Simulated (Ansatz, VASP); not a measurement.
**Two plane-wave programs on LiF**

INCAR

```
SYSTEM = LiF
PREC     = Accurate       ! precision mode
ENCUT    = 520            ! plane-wave cutoff, eV
EDIFF    = 1E-7           ! SCF threshold, eV
ISMEAR   = 0              ! smearing method
SIGMA    = 0.05           ! smearing width, eV
LREAL    = .False.        ! projectors in reciprocal space
LASPH    = .True.         ! aspherical terms in the spheres
NELM     = 80             ! most SCF steps
ALGO     = Normal         ! electronic algorithm
ISIF     = 2              ! what is computed and relaxed
LWAVE    = .False.        ! write WAVECAR
LCHARG   = .False.        ! write CHGCAR
NBANDS   = 18             ! bands
```

Contents of KPOINTS:

```
Automatic mesh
0
Gamma
  9 9 6
  0 0 0
```

File POSCAR:

```
LiF
1.0
    3.1068539148      0.0000000000      0.0000000000
   -1.5534269574      2.6906144160      0.0000000000
    0.0000000000      0.0000000000      4.9515443071
Li F
2 2
Direct
    0.3333333333      0.6666666667      0.3811542600
    0.6666666667      0.3333333333      0.8811542600
    0.3333333333      0.6666666667      0.9938437400
    0.6666666667      0.3333333333      0.4938437400
```

Input for Ansatz:

```yaml
crystal:
  lattice:
    - [3.1068539148, 0.0, 0.0]
    - [-1.5534269574, 2.690614416, 0.0]
    - [0.0, 0.0, 4.9515443071]
  atoms:
    - { symbol: Li, position: [0.3333333333, 0.6666666667, 0.38115426] }
    - { symbol: Li, position: [0.6666666667, 0.3333333333, 0.88115426] }
    - { symbol: F, position: [0.3333333333, 0.6666666667, 0.99384374] }
    - { symbol: F, position: [0.6666666667, 0.3333333333, 0.49384374] }
basis:
  ecutwfc: 420
kpoints:
  mp_grid: { grid: [9, 9, 6] }
hamiltonian:
  xc: lda
scf:
  occupations: { method: gaussian, width: 0.05 }
output:
  forces: true
  stress: true
  eigenvalues: true
```

Change from the starting cell: strain +0.015 along x and y, +0.030 along z, atoms carried along.

Alike in both runs: task single point; functional LDA; k mesh 9 × 9 × 6; occupations gaussian, width 0.05 eV; no spin polarisation.

```csv
,VASP,Ansatz
version,VASP 6.6.1,Ansatz 0.2.0
potentials or method,"VASP PAW LDA potentials, release 64 (Li_sv, F), cutoff 520 eV","scalar-relativistic, plane waves, PAW"
valence electrons in the cell,20,20
```

Ansatz gave:

| Property | Result |
| --- | --- |
| gap on the k mesh at the Fermi level (eV) | 7.31 |
| least direct gap on the mesh (eV) | 7.31 |
| rms of the force components (eV/Å) | 0.028 |

Task: What did VASP give for the same quantities?

Result: gap on the k mesh at the Fermi level (eV): 7.29; least direct gap on the mesh (eV): 7.29; rms of the force components (eV/Å): 0.029.

LDA's correlation is that of Perdew and Zunger in VASP and of Perdew and Wang (1992) in Ansatz. Atom by atom the forces differ by 0.000 eV/Å (rms over components).

Noted on VASP's run: the cutoff is short for stress, so the pressure is rough.
